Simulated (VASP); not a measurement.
Set up this calculation in VASP 6.6.1, as the native input.

* Task: relaxation of cell and atoms
* Functional: PBE
* Potentials or basis: VASP PAW PBE potentials, release 64 (Ta_pv, C)
* Cutoff: 600 eV
* k mesh: 6 × 6 × 6
* Occupations: gaussian, width 0.1 eV
* Spin: no spin polarisation
* Dipole correction: no
* Further INCAR settings: ALGO = Normal; EDIFF = 1e-07; IBRION = 2; EDIFFG = -0.04; NSW = 90; ISIF = 3

The structure of TaC2 lies in POSCAR:

```
TaC2
1.0
    3.4103948600      0.0000000000      0.0000000000
   -1.7051974300      2.9534885800      0.0000000000
    0.0000000000      0.0000000000      3.6346621100
Ta C
1 2
Direct
    0.0000000000      0.0000000000      0.0000000000
    0.3333333300      0.6666666700      0.5000000000
    0.6666666700      0.3333333300      0.5000000000
```

The input as run:

INCAR

```
SYSTEM = TaC2
PREC = Accurate ; ENCUT = 600
EDIFF = 1E-7 ; ISMEAR = 0
SIGMA = 0.1 ; LREAL = .False.
LASPH = .True. ; NELM = 80
ALGO = Normal ; ISIF = 3
LWAVE = .False. ; LCHARG = .False.
GGA = PE ; IBRION = 2
NSW = 90 ; EDIFFG = -0.04
```

KPOINTS

```
Automatic mesh
0
Gamma
  6 6 6
  0 0 0
```

Potentials or basis: VASP PAW PBE potentials, release 64 (Ta_pv, C).

Launch:

```bash
$ cat potpaw_PBE.64/Ta_pv/POTCAR potpaw_PBE.64/C/POTCAR > POTCAR
$ mpirun -np 1 vasp_std > vasp.out
```

It gave:

```
Relaxed volume                         : 9.21 Å³/atom
Relaxed cell                           : a = 3.248 Å, b = 3.248 Å, c = 3.026 Å, α = 90.00°, β = 90.00°, γ = 120.00°
Space group after relaxing (to 0.05 Å) : P6/mmm (No. 191)
Energy gained by relaxing              : 623.7 meV/atom
Ionic steps                            : 11
Pressure after relaxing                : 0.0 GPa
```

Caveat: the volume moved by over 15 % at a fixed basis, so the end points are rough.

It took 2.4 min on 1 thread of Intel(R) Xeon(R) Platinum 8175M CPU @ 2.50GHz (Skylake/Cascade Lake) (shared host), peak memory 0.18 GiB.
